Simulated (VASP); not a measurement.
# Au (Im-3m) in VASP: a series of runs

The runs below take Au through single point, relaxation of cell and atoms, with LDA.

Everything below comes from runs of VASP 6.6.1. Logs are shortened: lines on timing, memory, paths and dates and some standing lists are left out, and cuts for length are marked.

**1. The cell of the first run**

Symmetry: Im-3m, No. 229, cubic system. The conventional cell has a = 3.393 Å, b = 3.393 Å, c = 3.393 Å, α = 90.00°, β = 90.00°, γ = 90.00°. Au (site symmetry m-3m) has 14 Au at 2.94 to 3.39 Å within 3.9 Å.

This isn't the form of Au at room conditions, which is fcc.

**2. Single point, LDA**

Contents of INCAR:

```
PREC = Accurate ; ENCUT = 520
EDIFF = 1E-7 ; ISMEAR = -1
SIGMA = 0.05 ; LREAL = F
LASPH = T ; NELM = 80
ALGO = Normal ; ISIF = 2
LWAVE = F ; LCHARG = F
NBANDS = 12
```

Contents of KPOINTS:

```
Automatic mesh
0
Gamma
  18 18 18
```

Contents of POSCAR:

```
Au
1.0
   -1.6963030903      1.6963030903      1.6963030903
    1.6963030903     -1.6963030903      1.6963030903
    1.6963030903      1.6963030903     -1.6963030903
Au
1
Direct
    0.0000000000      0.0000000000      0.0000000000
```

Potentials or basis: VASP PAW LDA potentials, release 64 (Au).

Started as:

```
$ cat potpaw_LDA.64/Au/POTCAR > POTCAR
$ mpirun -np 1 vasp_std > vasp.out
```

OUTCAR:

```text
PREC = Accurate
   ENCUT = 520
   EDIFF = 1E-7
   ISMEAR = -1
   LREAL = F
   LASPH = T
   NELM = 80
   ISIF = 2

 ion  position               nearest neighbor table
   1  0.000  0.000  0.000-

  LATTYP: Found a body centered cubic cell.
 ALAT       =     3.3926061806

  Lattice vectors:

 A1 = (  -1.6963030903,   1.6963030903,   1.6963030903)
 A2 = (   1.6963030903,  -1.6963030903,   1.6963030903)
 A3 = (   1.6963030903,   1.6963030903,  -1.6963030903)

Analysis of symmetry for initial positions (statically):
=====================================================================
 Subroutine PRICEL returns:
 Original cell was already a primitive cell.

 Routine SETGRP: Setting up the symmetry group for a
 body centered cubic supercell.

 Subroutine GETGRP returns: Found 48 space group operations
 (whereof 48 operations were pure point group operations)
 out of a pool of 48 trial point group operations.

The static configuration has the point symmetry O_h .

Analysis of symmetry for dynamics (positions and initial velocities):
=====================================================================
 Subroutine PRICEL returns:
 Original cell was already a primitive cell.

 Routine SETGRP: Setting up the symmetry group for a
 body centered cubic supercell.

 Subroutine GETGRP returns: Found 48 space group operations
 (whereof 48 operations were pure point group operations)
 out of a pool of 48 trial point group operations.

The dynamic configuration has the point symmetry O_h .

 Subroutine INISYM returns: Found 48 space group operations
 (whereof 48 operations are pure point group operations),
 and found     1 'primitive' translations

----------------------------------------------------------------------------------------

                                     Primitive cell

  volume of cell :      19.5241

  direct lattice vectors                    reciprocal lattice vectors
    -1.696303090  1.696303090  1.696303090     0.000000000  0.294758645  0.294758645
     1.696303090 -1.696303090  1.696303090     0.294758645  0.000000000  0.294758645
     1.696303090  1.696303090 -1.696303090     0.294758645  0.294758645  0.000000000

  length of vectors
     2.938083137  2.938083137  2.938083137     0.416851673  0.416851673  0.416851673

  position of ions in fractional coordinates (direct lattice)
     0.000000000  0.000000000  0.000000000

  ion indices of the primitive-cell ions
   primitive index   ion index
                 1           1

----------------------------------------------------------------------------------------

 KPOINTS: Automatic mesh

Automatic generation of k-mesh.
 Grid dimensions read from file:
 generate k-points for:   18   18   18

 Generating k-lattice:

  Cartesian coordinates                     Fractional coordinates (reciprocal lattice)
     0.000000000  0.016375480  0.016375480     0.055555556  0.000000000  0.000000000
     0.016375480  0.000000000  0.016375480     0.000000000  0.055555556  0.000000000
     0.016375480  0.016375480  0.000000000     0.000000000  0.000000000  0.055555556

  Length of vectors
     0.023158426  0.023158426  0.023158426

  Shift w.r.t. Gamma in fractional coordinates (k-lattice)
     0.000000000  0.000000000  0.000000000

 Subroutine IBZKPT returns following result:
 ===========================================

 Found    195 irreducible k-points:

 Following reciprocal coordinates:
            Coordinates               Weight
  0.000000  0.000000  0.000000      1.000000
  0.055556  0.000000  0.000000     12.000000
  0.111111  0.000000  0.000000     12.000000
  0.166667  0.000000  0.000000     12.000000
  0.222222  0.000000  0.000000     12.000000
  0.277778  0.000000  0.000000     12.000000
[... 16 lines left out ...]
  0.333333  0.111111 -0.000000     48.000000
  0.388889  0.111111  0.000000     48.000000
 [... further k-points ...]
   k-points           NKPTS =    195   k-points in BZ     NKDIM =    195   number of bands    NBANDS=     12
   number of dos      NEDOS =    301   number of ions     NIONS =      1
   total plane-waves  NPLWV =  13824
   dimension x,y,z NGX =    24 NGY =   24 NGZ =   24
   dimension x,y,z NGXF=    48 NGYF=   48 NGZF=   48
   ions per type =               1
   NGX,Y,Z   is equivalent  to a cutoff of  13.58, 13.58, 13.58 a.u.
   NGXF,Y,Z  is equivalent  to a cutoff of  27.16, 27.16, 27.16 a.u.
 SYSTEM =  unknown system
   PREC   = accura    normal or accurate (medium, high low for compatibility)
   ISTART =      0    job   : 0-new  1-cont  2-samecut
   ICHARG =      2    charge: 1-file 2-atom 10-const
   ISPIN  =      1    spin polarized calculation?
   LNONCOLLINEAR =      F non collinear calculations
   LSORBIT =      F    spin-orbit coupling
   LASPH  =      T    aspherical Exc in radial PAW
   ENCUT  =  520.0 eV  38.22 Ry    6.18 a.u.   5.46  5.46  5.46*2*pi/ulx,y,z
   NELM   =     80;   NELMIN=  2; NELMDL= -5     # of ELM steps
   EDIFF  = 0.1E-06   stopping-criterion for ELM
   LREAL  =      F    real-space projection
   EDIFFG = 0.1E-05   stopping-criterion for IOM
   NSW    =      0    number of steps for IOM
   IBRION =     -1    ionic relax: 0-MD 1-quasi-New 2-CG
   NFREE  =      0    steps in history (QN), initial steepest desc. (CG)
   ISIF   =      2    stress and relaxation
   ISYM   =      2    0-nonsym 1-usesym 2-fastsym
   POTIM  = 0.5000    time-step for ionic-motion
   TEBEG  =    0.0;   TEEND  =   0.0 temperature during run
   PSTRESS=    0.0 pullay stress
   NELECT =      11.0000    total number of electrons
   NUPDOWN=      -1.0000    fix difference up-down
   EMIN   =  10.00;   EMAX   =-10.00  energy-range for DOS
   EFERMI =   0.00;   METHOD = LEGACY
   ISMEAR =    -1;   SIGMA  =   0.05  broadening in eV -4-tet -1-fermi 0-gaus
   EFERMI_NEDOS =   21; number of points for ismear=-14 and -15
   IALGO  =     38    algorithm
   IMIX   =      4    mixing-type and parameters
     AMIX     =   0.40;   BMIX     =  1.00
     AMIX_MAG =   1.60;   BMIX_MAG =  1.00
  volume/ion in A,a.u.               =      19.52       131.75
  Fermi-wavevector in a.u.,A,eV,Ry     =   1.352121  2.555138 24.874601  1.828232
  Thomas-Fermi vector in A             =   2.479486
   LORBIT       =      0    0 simple, 1 ext, 2 COOP (PROOUT), +10 PAW based schemes
   GGA     = CA    functional components
   LHFCALC =     F    Hartree Fock is set to
   AEXX    =    0.0000 exact exchange contribution
   IVDW    =     0    specifies the selected vdW correction
   LEPSILON=     F    determine dielectric tensor
   LRPA    =     F    only Hartree local field effects (RPA)
 non-spin polarized calculation
  energy-cutoff  :      520.00
  volume of cell :       19.52
 maximum number of plane-waves:       543
 NGX is ok and might be reduce to    24
   NGX = 11   NGY = 11   NGZ = 11

 number of electron      11.0000003 magnetization

 Free energy of the ion-electron system (eV)
  ---------------------------------------------------
  ext. energy  EPLUGINS =         0.00000000
  ---------------------------------------------------
  free energy    TOTEN  =        -4.22080952 eV

  energy without entropy =       -4.21743048  energy(sigma->0) =       -4.21912000

 E-fermi :   7.2039     XC(G=0): -12.2116

 val. band max:        7.1953750973   @ k =  -0.4444   0.4444   0.1111
 cond. band min:       7.2520095325   @ k =   0.1667   0.1667   0.1667
 fundamental gap:      0.0566344352
 Fermi energy:         7.2038740215

 k-point     1 :       0.0000    0.0000    0.0000
  band No.  band energies     occupation
      1      -1.4062      2.00000
      2       2.9489      2.00000
      3       2.9489      2.00000
      4       2.9489      2.00000
      5       4.5287      2.00000
      6       4.5287      2.00000
      7      23.5383      0.00000
      8      23.5383      0.00000
      9      23.5383      0.00000
     10      28.9652      0.00000
     11      28.9652      0.00000
     12      28.9652      0.00000

 k-point     2 :       0.0556    0.0000    0.0000
  band No.  band energies     occupation
      1      -1.3050      2.00000
      2       2.9202      2.00000
      3       2.9527      2.00000
      4       3.0148      2.00000
      5       4.4946      2.00000
      6       4.5306      2.00000
      7      23.4692      0.00000
      8      23.5517      0.00000
      9      23.6540      0.00000
     10      27.9170      0.00000
     11      28.0820      0.00000
     12      28.5777      0.00000

 k-point     3 :       0.1111    0.0000    0.0000
  band No.  band energies     occupation
      1      -1.0085      2.00000
      2       2.8385      2.00000
      3       2.9619      2.00000
      4       3.2090      2.00000
      5       4.4103      2.00000
      6       4.5370      2.00000
      7      22.9935      0.00000
      8      23.4672      0.00000
      9      23.9900      0.00000
     10      26.4073      0.00000
     11      27.0882      0.00000
     12      27.5657      0.00000

 k-point     4 :       0.1667    0.0000    0.0000
  band No.  band energies     occupation
      1      -0.5423      2.00000
      2       2.7161      2.00000
      3       2.9786      2.00000
      4       3.5198      2.00000
      5       4.3205      2.00000
      6       4.5492      2.00000
      7      21.5278      0.00000
      8      22.9902      0.00000
      9      24.5130      0.00000
     10      25.7582      0.00000
     11      26.2063      0.00000
     12      26.8224      0.00000

 k-point     5 :       0.2222    0.0000    0.0000
  band No.  band energies     occupation
      1       0.0301      2.00000
      2       2.5704      2.00000
      3       3.0441      2.00000
      4       3.9261      2.00000
      5       4.2719      2.00000
      6       4.5681      2.00000
      7      19.3947      0.00000
      8      22.1477      0.00000
      9      24.7220      0.00000
     10      25.1685      0.00000
     11      25.8059      0.00000
     12      27.3282      0.00000
[... 228 lines left out ...]
      1       0.8276      2.00000
      2       2.4771      2.00000
      3       2.9502      2.00000
      4       4.2049      2.00000
      5       4.6255      2.00000
      6       4.8512      2.00000
      7      17.1272      0.00000
      8      20.1419      0.00000
      9      22.0447      0.00000
     10      25.4997      0.00000
     11      28.0873      0.00000
     12      28.7755      0.00000

 k-point    22 :       0.2778    0.1111   -0.0000
  band No.  band energies     occupation
      1       1.1534      2.00000
      2       2.3443      2.00000
      3       3.3594      2.00000
      4       4.2768      2.00000
      5       4.6855      2.00000
      6       5.5042      2.00000
      7      14.9237      0.00000
      8      19.3771      0.00000
      9      21.1476      0.00000
     10      26.1040      0.00000
     11      28.4557      0.00000
     12      29.1519      0.00000

 k-point    23 :       0.3333    0.1111   -0.0000
  band No.  band energies     occupation
      1       1.2465      2.00000
      2       2.2413      2.00000
      3       3.8892      2.00000
      4       4.3820      2.00000
      5       4.8012      2.00000
      6       6.3164      2.00000
      7      12.8508      0.00000
      8      18.7336      0.00000
      9      20.4364      0.00000
     10      26.6396      0.00000
     11      28.6675      0.00000
     12      29.2636      0.00000

 k-point    24 :       0.3889    0.1111    0.0000
  band No.  band energies     occupation
      1       1.2438      2.00000
      2       2.1767      2.00000
      3       4.2052      2.00000
      4       4.4180      2.00000
      5       5.0668      2.00000
      6       7.3416      0.11970
      7      11.0035      0.00000
      8      18.2903      0.00000
      9      19.9874      0.00000
     10      27.0331      0.00000
     11      28.8110      0.00000
     12      29.0916      0.00000

 [... further k-points ...]

------------------------ aborting loop because EDIFF is reached ----------------------------------------

  FORCE on cell =-STRESS in cart. coord.  units (eV):
  Direction    XX          YY          ZZ          XY          YZ          ZX
  --------------------------------------------------------------------------------------
  -------------------------------------------------------------------------------------
  Total       -2.3316222     -2.3316222     -2.3316222     -0.0000000      0.0000000     -0.0000000
  in kB     -191.3367621   -191.3367621   -191.3367621     -0.0000000      0.0000000     -0.0000000
  external PRESSURE =    -191.3367621 kB  Pullay stress =       0.0000000 kB

 VOLUME and BASIS-vectors are now :
 -----------------------------------------------------------------------------
  energy-cutoff  :      520.00
  volume of cell :       19.52
      direct lattice vectors                 reciprocal lattice vectors
    -1.696303090  1.696303090  1.696303090     0.000000000  0.294758645  0.294758645
     1.696303090 -1.696303090  1.696303090     0.294758645  0.000000000  0.294758645
     1.696303090  1.696303090 -1.696303090     0.294758645  0.294758645  0.000000000

 POSITION                                       TOTAL-FORCE (eV/Angst)
 -----------------------------------------------------------------------------------
      0.00000      0.00000      0.00000        -0.000000     -0.000000     -0.000000
 -----------------------------------------------------------------------------------
    total drift:                                0.000000     -0.000000      0.000000

  FREE ENERGIE OF THE ION-ELECTRON SYSTEM (eV)
  ---------------------------------------------------
  free  energy   TOTEN  =        -4.2208095241 eV

  energy  without entropy=       -4.2174304814  energy(sigma->0) =       -4.21912000
```

It took 23 s on 1 thread of AMD EPYC 9R45 (Zen 5), shared host; peak memory 0.13 GiB.

What came out:

| Item | Value |
| --- | --- |
| Free energy | -4.2208 eV |
| Pressure | -19.1 GPa |
| Band gap on the k mesh | zero (an odd number of electrons rules out a gap without spin polarisation) |

Caveat: the cell stands under tension; spin-orbit coupling is left out, which moves the levels of the heavy elements.

**3. Relaxation of cell and atoms, LDA**

This run uses another cell than the first one, of 16.60 Å³/atom.

Contents of INCAR:

```
SYSTEM = Au
PREC     = Accurate       ! precision mode
ENCUT    = 600            ! plane-wave cutoff, eV
EDIFF    = 1E-6           ! SCF threshold, eV
ISMEAR   = -1             ! smearing method
SIGMA    = 0.05           ! smearing width, eV
LREAL    = .FALSE.        ! projectors in reciprocal space
LASPH    = .TRUE.         ! aspherical terms in the spheres
NELM     = 60             ! most SCF steps
ALGO     = Normal         ! electronic algorithm
ISIF     = 3              ! what is computed and relaxed
LWAVE    = .FALSE.        ! write WAVECAR
LCHARG   = .FALSE.        ! write CHGCAR
GGA      = CA             ! functional
IBRION   = 2              ! ionic algorithm
NSW      = 45             ! ionic steps
EDIFFG   = -0.005         ! ionic threshold
```

Contents of KPOINTS:

```
regular mesh
0
G
  18 18 18
  0 0 0
```

Contents of POSCAR:

```
Au
1.0
   -1.6071008517      1.6071008517      1.6071008517
    1.6071008517     -1.6071008517      1.6071008517
    1.6071008517      1.6071008517     -1.6071008517
Au
1
Direct
    0.0000000000      0.0000000000      0.0000000000
```

Potentials or basis: VASP PAW LDA potentials, release 64 (Au).

Started as:

```
$ cat potpaw_LDA.64/Au/POTCAR > POTCAR
$ mpirun -np 1 vasp_std > vasp.out
```

Wall time 33 s (1 thread of AMD EPYC 9R45 (Zen 5), shared host); peak memory 0.13 GiB.

It converged, with:

| Property | Result |
| --- | --- |
| Free energy | -4.4267 eV |
| Relaxed volume | 16.65 Å³/atom |
| Relaxed cell | a = 2.786 Å, b = 2.786 Å, c = 2.786 Å, α = 109.47°, β = 109.47°, γ = 109.47° |
| Space group after relaxing (to 0.1 Å) | Im-3m (No. 229) |
| Energy gained by relaxing | 0.1 meV/atom |
| Ionic steps | 3 |
| Pressure after relaxing | 0.0 GPa |
| Band gap on the k mesh | zero (an odd number of electrons rules out a gap without spin polarisation) |

Final structure:
```
Au
1.0
    -1.60868    1.60868    1.60868
     1.60868   -1.60868    1.60868
     1.60868    1.60868   -1.60868
Au
1
Direct
  0.00000 0.00000 0.00000
```

Levels at points of the mesh, in eV from the Fermi level:
| k point | band 3 | band 4 | band 5 | band 6 | band 7 | band 8 | band 9 |
| --- | --- | --- | --- | --- | --- | --- | --- |
| (0.00, 0.00, 0.00) | -5.05 | -5.05 | -3.01 | -3.01 | 16.45 | 16.45 | 16.45 |
| (0.50, 0.00, 0.00) | -3.16 | -2.79 | -1.39 | -0.80 | 3.68 | 12.32 | 13.97 |
| (0.50, 0.50, 0.50) | -1.79 | -1.79 | -1.79 | 6.24 | 6.24 | 6.24 | 9.96 |

Caveat: spin-orbit coupling is left out, which moves the levels of the heavy elements.

The gap in the log of VASP goes by the Fermi energy; the results here count the filled bands.